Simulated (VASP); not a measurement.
Write the native input for VASP 6.6.1 that does the following.

```yaml
Task: single point
Functional: PBE
Potentials_or_basis: VASP PAW PBE potentials, release 64 (Ir, Pt)
Cutoff: 500 eV
k_mesh: 6 × 6 × 5
Occupations: gaussian, width 0.2 eV
Spin: no spin polarisation
Dipole_correction: no
Further_INCAR_settings: ALGO = Normal; EDIFF = 1e-06; NBANDS = 22
```

The structure of IrPt2 lies in POSCAR:

```
IrPt2
1.0
    4.4963293988     -0.0000000033      0.0000000000
   -2.2481646966      3.8939354848      0.0000000000
    0.0000000000      0.0000000000      2.6837042581
Ir Pt
1 2
Direct
    0.0000000000      0.0000000000      0.5000000000
    0.3333333333      0.6666666667      0.0000000000
    0.6666666667      0.3333333333      0.0000000000
```

These files were run (other wordings do the same):

INCAR

```
  PREC = Accurate
  ENCUT = 500
  EDIFF = 1E-6
  ISMEAR = 0
  SIGMA = 0.2
  LREAL = F
  LASPH = T
  NELM = 120
  ALGO = Normal
  ISIF = 2
  LWAVE = F
  LCHARG = F
  GGA = PE
  NBANDS = 22
  GGA_COMPAT = F
```

KPOINTS

```
Automatic mesh
0
Gamma
  6 6 5
```

Potentials or basis: VASP PAW PBE potentials, release 64 (Ir, Pt).

Launch:

```bash
$ cat potpaw_PBE.64/Ir/POTCAR potpaw_PBE.64/Pt/POTCAR > POTCAR
$ mpirun -np 1 vasp_std > vasp.out
```

Results of the run:

```yaml
Pressure: -0.1 GPa
```

Caveat: the k points lie up to 0.47 Å⁻¹ apart.

Run time: 17 s on 1 thread of AMD EPYC 7R43 64-Core Processor (Zen 3), on a shared host, peak memory 0.14 GiB.
